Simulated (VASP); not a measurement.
# HfB2 (P6/mmm) in VASP: a series of runs

The runs below take HfB2 through single point, with r2SCAN.

Everything below comes from runs of VASP 6.6.1. Logs are shortened: lines on timing, memory, paths and dates and some standing lists are left out, and cuts for length are marked.

### Step 1. The cell of the first run

The structure is hexagonal, space group P6/mmm (No. 191). Conventional cell: a = 3.136 Å, b = 3.136 Å, c = 3.481 Å, α = 90.00°, β = 90.00°, γ = 120.00°. Hf (site symmetry 6/mmm) has 12 B at 2.51 Å and 6 Hf at 3.14 Å within 3.3 Å. Within 2.4 Å of B (site symmetry -6m2) lie 3 B at 1.81 Å.

### Step 2. Single point, r2SCAN

File POSCAR:

```
HfB2
1.0
    3.1358835078      0.0000000000      0.0000000000
   -1.5679417539      2.7157547811      0.0000000000
    0.0000000000      0.0000000000      3.4807436488
Hf B
1 2
Direct
    0.0000000000      0.0000000000      0.0000000000
    0.3333333333      0.6666666667      0.5000000000
    0.6666666667      0.3333333333      0.5000000000
```

File INCAR.step1:

```
PREC = Accurate
ENCUT = 520
ISMEAR = 0
SIGMA = 0.05
LREAL = False
LASPH = True
NELM = 60
NBANDS = 15
GGA = PE
ALGO = Normal
EDIFF = 1E-4
LWAVE = True
LCHARG = False
```

File INCAR.step2:

```
PREC = Accurate
ENCUT = 520
EDIFF = 1E-7
ISMEAR = 0
SIGMA = 0.05
LREAL = False
LASPH = True
NELM = 60
ALGO = Normal
ISIF = 2
LWAVE = False
LCHARG = False
METAGGA = R2SCAN
LMIXTAU = True
NBANDS = 15
ISTART = 1
```

File KPOINTS:

```
regular mesh
0
Gamma
  14 14 12
```

Potentials or basis: VASP PAW PBE potentials, release 64 (Hf_pv, B).

On the command line:

```console
> cat potpaw_PBE.64/Hf_pv/POTCAR potpaw_PBE.64/B/POTCAR > POTCAR
> cp INCAR.step1 INCAR
> mpirun -np 1 vasp_std > vasp.out
> cp INCAR.step2 INCAR
> mpirun -np 1 vasp_std > vasp.out
```

OUTCAR:

```text
PREC = Accurate
   ENCUT = 520
   EDIFF = 1E-7
   ISMEAR = 0
   LREAL = False
   LASPH = True
   NELM = 60
   ISIF = 2
   METAGGA = R2SCAN
   ISTART = 1

 ion  position               nearest neighbor table
   1  0.000  0.000  0.000-   2 2.51   3 2.51   2 2.51   3 2.51   3 2.51   3 2.51   2 2.51   2 2.51
                             3 2.51   3 2.51   2 2.51   2 2.51
   2  0.333  0.667  0.500-   3 1.81   3 1.81   3 1.81   1 2.51   1 2.51   1 2.51   1 2.51   1 2.51
                             1 2.51
   3  0.667  0.333  0.500-   2 1.81   2 1.81   2 1.81   1 2.51   1 2.51   1 2.51   1 2.51   1 2.51
                             1 2.51

  LATTYP: Found a hexagonal cell.
 ALAT       =     3.1358835078
 C/A-ratio  =     1.1099722423

  Lattice vectors:

 A1 = (   3.1358835078,   0.0000000000,   0.0000000000)
 A2 = (  -1.5679417539,   2.7157547811,   0.0000000000)
 A3 = (   0.0000000000,   0.0000000000,   3.4807436488)

Analysis of symmetry for initial positions (statically):
=====================================================================
 Subroutine PRICEL returns:
 Original cell was already a primitive cell.

 Routine SETGRP: Setting up the symmetry group for a
 hexagonal supercell.

 Subroutine GETGRP returns: Found 24 space group operations
 (whereof 24 operations were pure point group operations)
 out of a pool of 24 trial point group operations.

The static configuration has the point symmetry D_6h.

Analysis of symmetry for dynamics (positions and initial velocities):
=====================================================================
 Subroutine PRICEL returns:
 Original cell was already a primitive cell.

 Routine SETGRP: Setting up the symmetry group for a
 hexagonal supercell.

 Subroutine GETGRP returns: Found 24 space group operations
 (whereof 24 operations were pure point group operations)
 out of a pool of 24 trial point group operations.

The dynamic configuration has the point symmetry D_6h.

 Subroutine INISYM returns: Found 24 space group operations
 (whereof 24 operations are pure point group operations),
 and found     1 'primitive' translations

----------------------------------------------------------------------------------------

                                     Primitive cell

  volume of cell :      29.6430

  direct lattice vectors                    reciprocal lattice vectors
     3.135883508  0.000000000  0.000000000     0.318889397  0.184110879  0.000000000
[... 95 lines left out ...]
   ISYM   =      2    0-nonsym 1-usesym 2-fastsym
   POTIM  = 0.5000    time-step for ionic-motion
   TEBEG  =    0.0;   TEEND  =   0.0 temperature during run
   PSTRESS=    0.0 pullay stress
   NELECT =      16.0000    total number of electrons
   NUPDOWN=      -1.0000    fix difference up-down
   EMIN   =  10.00;   EMAX   =-10.00  energy-range for DOS
   EFERMI =   0.00;   METHOD = LEGACY
   ISMEAR =     0;   SIGMA  =   0.05  broadening in eV -4-tet -1-fermi 0-gaus
   EFERMI_NEDOS =   21; number of points for ismear=-14 and -15
   IALGO  =     38    algorithm
   IMIX   =      4    mixing-type and parameters
     AMIX     =   0.40;   BMIX     =  1.00
     AMIX_MAG =   1.60;   BMIX_MAG =  1.00
  volume/ion in A,a.u.               =       9.88        66.68
  Fermi-wavevector in a.u.,A,eV,Ry     =   1.332930  2.518872 24.173501  1.776702
  Thomas-Fermi vector in A             =   2.461827
   LORBIT       =      0    0 simple, 1 ext, 2 COOP (PROOUT), +10 PAW based schemes
   METAGGA = R2SCAN    functional components
   LHFCALC =     F    Hartree Fock is set to
   AEXX    =    0.0000 exact exchange contribution
   IVDW    =     0    specifies the selected vdW correction
   LEPSILON=     F    determine dielectric tensor
   LRPA    =     F    only Hartree local field effects (RPA)
 non-spin polarized calculation
 Gauss-broadening in eV      SIGMA  =   0.05
  energy-cutoff  :      520.00
  volume of cell :       29.64
 maximum number of plane-waves:       816
 NGX is ok and might be reduce to    24
   NGX = 11   NGY = 11   NGZ = 13

 number of electron      15.9999997 magnetization

 Free energy of the ion-electron system (eV)
  ---------------------------------------------------
  ext. energy  EPLUGINS =         0.00000000
  ---------------------------------------------------
  free energy    TOTEN  =       -63.08901526 eV

  energy without entropy =      -63.08870612  energy(sigma->0) =      -63.08886069

 E-fermi :   7.7561     XC(G=0): -13.5605

 val. band max:        7.7467338372   @ k =   0.3571   0.2143   0.0000
 cond. band min:       7.7981204950   @ k =   0.2857   0.2143   0.0000
 fundamental gap:      0.0513866577
 Fermi energy:         7.7560980942

 k-point     1 :       0.0000    0.0000    0.0000
  band No.  band energies     occupation
      1     -24.1389      2.00000
      2     -23.6198      2.00000
      3     -23.6198      2.00000
      4      -6.9580      2.00000
      5       4.6156      2.00000
      6       4.6433      2.00000
      7       4.6890      2.00000
      8       4.6890      2.00000
      9      11.9798      0.00000
     10      11.9798      0.00000
     11      12.6759      0.00000
     12      12.6759      0.00000
     13      12.8776      0.00000
     14      12.9248      0.00000
[... 401 lines left out ...]
      2     -24.1108      2.00000
      3     -23.9806      2.00000
      4      -1.4689      2.00000
      5      -1.3440      2.00000
      6      -0.0324      2.00000
      7       4.5417      2.00000
      8       5.4693      2.00000
      9       8.9274      0.00000
     10       9.9007      0.00000
     11      11.7014      0.00000
     12      16.9096      0.00000
     13      18.0243      0.00000
     14      18.9304      0.00000
     15      19.8789      0.00000

 [... further k-points ...]
[... 5 lines left out ...]
  --------------------------------------------------------------------------------------
  -------------------------------------------------------------------------------------
  Total       -0.1138393     -0.1138393     -0.1053572      0.0000000      0.0000000     -0.0000000
  in kB       -6.1529069     -6.1529069     -5.6944582      0.0000000      0.0000000     -0.0000000
  external PRESSURE =      -6.0000907 kB  Pullay stress =       0.0000000 kB

 VOLUME and BASIS-vectors are now :
 -----------------------------------------------------------------------------
  energy-cutoff  :      520.00
  volume of cell :       29.64
      direct lattice vectors                 reciprocal lattice vectors
     3.135883508  0.000000000  0.000000000     0.318889397  0.184110879  0.000000000
    -1.567941754  2.715754781  0.000000000     0.000000000  0.368221758  0.000000000
     0.000000000  0.000000000  3.480743649     0.000000000  0.000000000  0.287294929

 POSITION                                       TOTAL-FORCE (eV/Angst)
 -----------------------------------------------------------------------------------
      0.00000      0.00000      0.00000        -0.000000      0.000000     -0.000000
     -0.00000      1.81050      1.74037        -0.000000     -0.000000      0.000000
      1.56794      0.90525      1.74037         0.000000      0.000000     -0.000000
 -----------------------------------------------------------------------------------
    total drift:                               -0.000000      0.000000     -0.000000

  FREE ENERGIE OF THE ION-ELECTRON SYSTEM (eV)
  ---------------------------------------------------
  free  energy   TOTEN  =       -63.0890152620 eV

  energy  without entropy=      -63.0887061214  energy(sigma->0) =      -63.08886069
```

OUTCAR.step1:

```text
PREC = Accurate
   ENCUT = 520
   ISMEAR = 0
   LREAL = False
   LASPH = True
[... 661 lines left out ...]
      0.00000      0.00000      0.00000        -0.000000      0.000000     -0.000000
     -0.00000      1.81050      1.74037         0.000000      0.000000     -0.000000
      1.56794      0.90525      1.74037         0.000000     -0.000000      0.000000
 -----------------------------------------------------------------------------------
    total drift:                               -0.000000      0.000000      0.000000

  FREE ENERGIE OF THE ION-ELECTRON SYSTEM (eV)
  ---------------------------------------------------
  free  energy   TOTEN  =       -26.3993492497 eV

  energy  without entropy=      -26.3989493871  energy(sigma->0) =      -26.39914932
```

Run time: 2.4 min. Hardware: 1 thread of Intel Xeon Platinum 8488C (Sapphire Rapids), shared host; peak memory 0.2 GiB.

What came out:

| Property | Result |
| --- | --- |
| Free energy | -63.0890 eV |
| Pressure | -0.6 GPa |
| Band gap on the k mesh | zero (band 8 reaches 8.59 eV, above the bottom of band 9 at 7.49 eV) |

Caveat: the PAW data sets were made with another functional, which shifts forces and pressure a little; spin-orbit coupling is left out, which moves the levels of the heavy elements.

### Step 3. Single point, r2SCAN

This run uses another cell than the first one, of 9.96 Å³/atom, 1.008 times its volume.

File POSCAR:

```
HfB2
1.0
    3.1434791197      0.0000000000      0.0000000000
   -1.5717395599      2.7223327739      0.0000000000
    0.0000000000      0.0000000000      3.4908945731
Hf B
1 2
Direct
    0.0000000000      0.0000000000      0.0000000000
    0.3333333333      0.6666666667      0.5000000000
    0.6666666667      0.3333333333      0.5000000000
```

File INCAR.step1:

```
SYSTEM = HfB2
  PREC = Accurate
  ENCUT = 520
  ISMEAR = 0
  SIGMA = 0.05
  LREAL = .FALSE.
  LASPH = .TRUE.
  NELM = 60
  NBANDS = 15
  GGA = PE
  ALGO = Normal
  EDIFF = 1E-4
  LWAVE = .TRUE.
  LCHARG = .FALSE.
```

File INCAR.step2:

```
SYSTEM = HfB2
  PREC = Accurate
  ENCUT = 520
  EDIFF = 1E-7
  ISMEAR = 0
  SIGMA = 0.05
  LREAL = .FALSE.
  LASPH = .TRUE.
  NELM = 60
  ALGO = Normal
  ISIF = 2
  LWAVE = .FALSE.
  LCHARG = .FALSE.
  METAGGA = R2SCAN
  LMIXTAU = .TRUE.
  NBANDS = 15
  ISTART = 1
```

File KPOINTS:

```
Automatic mesh
0
G
  14 14 12
  0 0 0
```

Potentials or basis: VASP PAW PBE potentials, release 64 (Hf_pv, B).

On the command line:

```console
> cat potpaw_PBE.64/Hf_pv/POTCAR potpaw_PBE.64/B/POTCAR > POTCAR
> cp INCAR.step1 INCAR
> mpirun -np 1 vasp_std > vasp.out
> cp INCAR.step2 INCAR
> mpirun -np 1 vasp_std > vasp.out
```

Run time: 2.2 min. Hardware: 1 thread of Intel Xeon Platinum 8488C (Sapphire Rapids), shared host; peak memory 0.21 GiB.

It converged, with:

```yaml
Free_energy: -63.0869 eV
Pressure: -2.6 GPa
Band_gap_on_the_k_mesh: zero (band 8 reaches 8.53 eV, above the bottom of band 9 at 7.43 eV)
```

Stress tensor (GPa, compression positive):
```
-2.61  0.00  0.00
 0.00 -2.61  0.00
 0.00  0.00 -2.50
```

Levels at points of the mesh, in eV from the Fermi level:
```tsv
k point	band 6	band 7	band 8	band 9	band 10	band 11
(0.00, 0.00, 0.00)	-3.12	-3.05	-3.05	4.18	4.18	4.87
(0.50, 0.00, 0.00)	-4.39	-3.71	-2.98	2.13	2.82	5.79
(0.00, 0.00, 0.50)	-1.29	-1.29	0.33	0.33	1.06	1.06
(0.50, 0.00, 0.50)	-5.25	-4.97	-3.06	4.06	4.34	6.43
```

Caveat: the PAW data sets were made with another functional, which shifts forces and pressure a little; spin-orbit coupling is left out, which moves the levels of the heavy elements.
